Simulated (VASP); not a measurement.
# K (Pm-3m) in VASP: further runs, part 2 of 2

VASP 6.6.1. The steps go on from the part before.

**3. Single point, PBEsol**

INCAR

```
SYSTEM = K
ALGO     = Normal         ! electronic algorithm
EDIFF    = 1E-6           ! SCF threshold, eV
ENCUT    = 520            ! plane-wave cutoff, eV
GGA      = PS             ! functional
ISIF     = 2              ! what is computed and relaxed
ISMEAR   = 0              ! smearing method
LASPH    = .True.         ! aspherical terms in the spheres
LCHARG   = .False.        ! write CHGCAR
LREAL    = .False.        ! projectors in reciprocal space
LWAVE    = .False.        ! write WAVECAR
NBANDS   = 10             ! bands
NELM     = 80             ! most SCF steps
PREC     = Accurate       ! precision mode
SIGMA    = 0.15           ! smearing width, eV
```

KPOINTS

```
k-points
0
Gamma
  12 12 12
  0 0 0
```

POSCAR

```
K
1.0
    4.3104394900      0.0000000000      0.0000000000
    0.0000000000      4.3104394900      0.0000000000
    0.0000000000      0.0000000000      4.3104394900
K
1
Direct
    0.0000000000      0.0000000000      0.0000000000
```

Potentials or basis: VASP PAW PBE potentials, release 64 (K_sv).

On the command line:

```bash
$ cat potpaw_PBE.64/K_sv/POTCAR > POTCAR
$ mpirun -np 1 vasp_std > vasp.out
```

OUTCAR:

```text
SYSTEM = K
   EDIFF = 1E-6
   ENCUT = 520
   GGA = PS
   ISIF = 2
   ISMEAR = 0
   LASPH = .True.
   LREAL = .False.
   NELM = 80
   PREC = Accurate

 ion  position               nearest neighbor table
   1  0.000  0.000  0.000-

  LATTYP: Found a simple cubic cell.
 ALAT       =     4.3104394900

  Lattice vectors:

 A1 = (   4.3104394900,   0.0000000000,   0.0000000000)
 A2 = (   0.0000000000,   4.3104394900,   0.0000000000)
 A3 = (   0.0000000000,   0.0000000000,   4.3104394900)

Analysis of symmetry for initial positions (statically):
=====================================================================
 Subroutine PRICEL returns:
 Original cell was already a primitive cell.

 Routine SETGRP: Setting up the symmetry group for a
 simple cubic supercell.

 Subroutine GETGRP returns: Found 48 space group operations
 (whereof 48 operations were pure point group operations)
 out of a pool of 48 trial point group operations.

The static configuration has the point symmetry O_h .

Analysis of symmetry for dynamics (positions and initial velocities):
=====================================================================
 Subroutine PRICEL returns:
 Original cell was already a primitive cell.

 Routine SETGRP: Setting up the symmetry group for a
 simple cubic supercell.

 Subroutine GETGRP returns: Found 48 space group operations
 (whereof 48 operations were pure point group operations)
 out of a pool of 48 trial point group operations.

The dynamic configuration has the point symmetry O_h .

 Subroutine INISYM returns: Found 48 space group operations
 (whereof 48 operations are pure point group operations),
 and found     1 'primitive' translations

----------------------------------------------------------------------------------------

                                     Primitive cell

[... 110 lines left out ...]
  Fermi-wavevector in a.u.,A,eV,Ry     =   0.790013  1.492908  8.491671  0.624120
  Thomas-Fermi vector in A             =   1.895269
   LORBIT       =      0    0 simple, 1 ext, 2 COOP (PROOUT), +10 PAW based schemes
   GGA     = PS    functional components
   LHFCALC =     F    Hartree Fock is set to
   AEXX    =    0.0000 exact exchange contribution
   IVDW    =     0    specifies the selected vdW correction
   LEPSILON=     F    determine dielectric tensor
   LRPA    =     F    only Hartree local field effects (RPA)
 non-spin polarized calculation
 Gauss-broadening in eV      SIGMA  =   0.15
  energy-cutoff  :      520.00
  volume of cell :       80.09
 maximum number of plane-waves:      2200
   NGX = 17   NGY = 17   NGZ = 17

 number of electron       9.0000003 magnetization

 Free energy of the ion-electron system (eV)
  ---------------------------------------------------
  ext. energy  EPLUGINS =         0.00000000
  ---------------------------------------------------
  free energy    TOTEN  =        -1.02824244 eV

  energy without entropy =       -1.01878532  energy(sigma->0) =       -1.02351388

 E-fermi :  -0.3110     XC(G=0):  -5.4828

 val. band max:       -0.3551021558   @ k =   0.3333   0.2500   0.2500
 cond. band min:      -0.3021406239   @ k =   0.4167   0.2500   0.0833
 fundamental gap:      0.0529615320
 Fermi energy:        -0.3110100937

 k-point     1 :       0.0000    0.0000    0.0000
  band No.  band energies     occupation
      1     -32.5214      2.00000
      2     -16.0229      2.00000
      3     -16.0229      2.00000
      4     -16.0229      2.00000
      5      -2.3652      2.00000
      6       2.5701      0.00000
      7       2.5701      0.00000
      8       5.8442      0.00000
      9       5.8457      0.00000
     10       5.8729      0.00000
[... 287 lines left out ...]
 k-point    24 :       0.4167    0.3333    0.0000
  band No.  band energies     occupation
      1     -32.5144      2.00000
      2     -16.0941      2.00000
      3     -16.0774      2.00000
      4     -16.0111      2.00000
      5       0.0003      0.00334
      6       1.1644      0.00000
      7       2.2250      0.00000
      8       3.0948      0.00000
      9       4.6849      0.00000
     10       4.9715      0.00000

 [... further k-points ...]

------------------------ aborting loop because EDIFF is reached ----------------------------------------

  FORCE on cell =-STRESS in cart. coord.  units (eV):
  Direction    XX          YY          ZZ          XY          YZ          ZX
  --------------------------------------------------------------------------------------
  -------------------------------------------------------------------------------------
  Total       -0.0749007     -0.0749007     -0.0749007     -0.0000000      0.0000000     -0.0000000
  in kB       -1.4984143     -1.4984143     -1.4984143     -0.0000000      0.0000000     -0.0000000
  external PRESSURE =      -1.4984143 kB  Pullay stress =       0.0000000 kB

 VOLUME and BASIS-vectors are now :
 -----------------------------------------------------------------------------
  energy-cutoff  :      520.00
  volume of cell :       80.09
      direct lattice vectors                 reciprocal lattice vectors
     4.310439490  0.000000000  0.000000000     0.231994905  0.000000000  0.000000000
     0.000000000  4.310439490  0.000000000     0.000000000  0.231994905  0.000000000
     0.000000000  0.000000000  4.310439490     0.000000000  0.000000000  0.231994905

 POSITION                                       TOTAL-FORCE (eV/Angst)
 -----------------------------------------------------------------------------------
      0.00000      0.00000      0.00000         0.000000      0.000000      0.000000
 -----------------------------------------------------------------------------------
    total drift:                                0.000000      0.000000      0.000000

  FREE ENERGIE OF THE ION-ELECTRON SYSTEM (eV)
  ---------------------------------------------------
  free  energy   TOTEN  =        -1.0282424426 eV

  energy  without entropy=       -1.0187853170  energy(sigma->0) =       -1.02351388
```

OSZICAR:

```text
N       E                     dE             d eps       ncg     rms          rms(c)
DAV:   1     0.474642669419E+02    0.47464E+02   -0.35005E+03  1680   0.678E+02
DAV:   2     0.839617070903E+00   -0.46625E+02   -0.45796E+02  1816   0.187E+02
DAV:   3    -0.945339473152E+00   -0.17850E+01   -0.17792E+01  2458   0.297E+01
DAV:   4    -0.103067027861E+01   -0.85331E-01   -0.85209E-01  2400   0.553E+00
DAV:   5    -0.103251837198E+01   -0.18481E-02   -0.18473E-02  2536   0.617E-01    0.169E+00
DAV:   6    -0.102963542164E+01    0.28830E-02   -0.37765E-03  2352   0.423E-01    0.111E+00
DAV:   7    -0.102822979160E+01    0.14056E-02   -0.73626E-03  2178   0.525E-01    0.975E-02
DAV:   8    -0.102824057756E+01   -0.10786E-04   -0.80515E-04  2414   0.269E-01    0.390E-02
DAV:   9    -0.102824817392E+01   -0.75964E-05   -0.29592E-05  2402   0.537E-02    0.201E-02
DAV:  10    -0.102824284345E+01    0.53305E-05   -0.17613E-05  2108   0.332E-02    0.550E-03
DAV:  11    -0.102824244257E+01    0.40088E-06   -0.69207E-07  1638   0.588E-03
   1 F= -.10282424E+01 E0= -.10235139E+01  d E =-.945713E-02
```

Wall time 29 s (1 thread of AMD EPYC 7R43 (Zen 3), shared host); peak memory 0.17 GiB.

Results:

```yaml
Free_energy: -1.0282 eV
Pressure: -0.1 GPa
```

Levels at points of the mesh, in eV from the Fermi level:
| k point | band 2 | band 3 | band 4 | band 5 | band 6 | band 7 |
| --- | --- | --- | --- | --- | --- | --- |
| (0.00, 0.00, 0.00) | -15.71 | -15.71 | -15.71 | -2.05 | 2.88 | 2.88 |
| (0.50, 0.00, 0.00) | -15.80 | -15.70 | -15.70 | -0.06 | 0.18 | 3.48 |
| (0.50, 0.50, 0.00) | -15.79 | -15.79 | -15.70 | 1.15 | 2.05 | 2.13 |
| (0.50, 0.50, 0.50) | -15.78 | -15.78 | -15.78 | 2.29 | 2.29 | 2.29 |

Caveat: the PAW data sets were made with another functional, which shifts forces and pressure a little.
